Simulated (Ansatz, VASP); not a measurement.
MoS2: VASP beside Ansatz

```
Mo S
1.0
     3.09778    0.00000    0.00000
    -1.54889    2.68276    0.00000
     0.00000    0.00000   12.29500
Mo S
2 4
Cartesian
  0.0000 1.7885 3.0737
  1.5489 0.8943 9.2212
  0.0000 1.7885 7.7151
  1.5489 0.8943 1.5676
  0.0000 1.7885 10.7274
  1.5489 0.8943 4.5799
```

Change from the starting cell: equal xx and yy strain of -2 %.

Alike in both runs: task single point; functional LDA; k mesh 10 × 10 × 3; occupations fermi-dirac, width 0.03 eV; no spin polarisation.

|  | VASP | Ansatz |
| --- | --- | --- |
| version | VASP 6.6.1 | Ansatz 0.2.0 |
| potentials or method | VASP PAW LDA potentials, release 64 (Mo_sv, S), cutoff 520 eV | all-electron LAPW, scalar-relativistic |

```tsv
	VASP	Ansatz	Ansatz less VASP
pressure (GPa)	8.1	8.1	-0.04
traceless stress, the component that is largest in VASP (GPa)	2.74	2.79	+0.054
rms of the force components (eV/Å)	0.596	0.593	-0.0032
```

LDA's correlation is that of Perdew and Zunger in VASP and of Perdew and Wang (1992) in Ansatz. Atom by atom the forces differ by 0.003 eV/Å (rms over components). Ansatz ran all-electron here, and VASP with PAW potentials.
